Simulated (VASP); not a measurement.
Set up this calculation in VASP 6.6.1, as the native input.

| Quantity | Value |
| --- | --- |
| Task | single point |
| Functional | PBE |
| Potentials or basis | VASP PAW PBE potentials, release 64 (Cu) |
| Cutoff | 520 eV |
| k mesh | 20 × 20 × 20 |
| Occupations | fermi-dirac, width 0.05 eV |
| Spin | no spin polarisation |
| Dipole correction | no |
| Further INCAR settings | ALGO = Normal; EDIFF = 1e-07; NBANDS = 12 |

The structure of Cu lies in POSCAR:

```
Cu
1.0
   -1.4569879829      1.4569879829      1.4569879829
    1.4569879829     -1.4569879829      1.4569879829
    1.4569879829      1.4569879829     -1.4569879829
Cu
1
Direct
    0.0000000000      0.0000000000      0.0000000000
```

The input as run:

INCAR

```
SYSTEM = Cu
ALGO = Normal
EDIFF = 1E-7
ENCUT = 520
GGA = PE
ISIF = 2
ISMEAR = -1
LASPH = .TRUE.
LCHARG = .TRUE.
LELF = .TRUE.
LREAL = .FALSE.
LVHAR = .TRUE.
LWAVE = .FALSE.
NBANDS = 12
NELM = 80
PREC = Accurate
SIGMA = 0.05
```

KPOINTS

```
k-points
0
G
  20 20 20
  0 0 0
```

Potentials or basis: VASP PAW PBE potentials, release 64 (Cu).

Launch:

```sh
$ cat potpaw_PBE.64/Cu/POTCAR > POTCAR
$ mpirun -np 1 vasp_std > vasp.out
```

It gave:

```json
{
 "Pressure": "-3.3 GPa"
}
```

Wall time 21 s on 1 thread of Intel(R) Xeon(R) 6975P-C (Granite Rapids), on a shared host, peak memory 0.15 GiB.
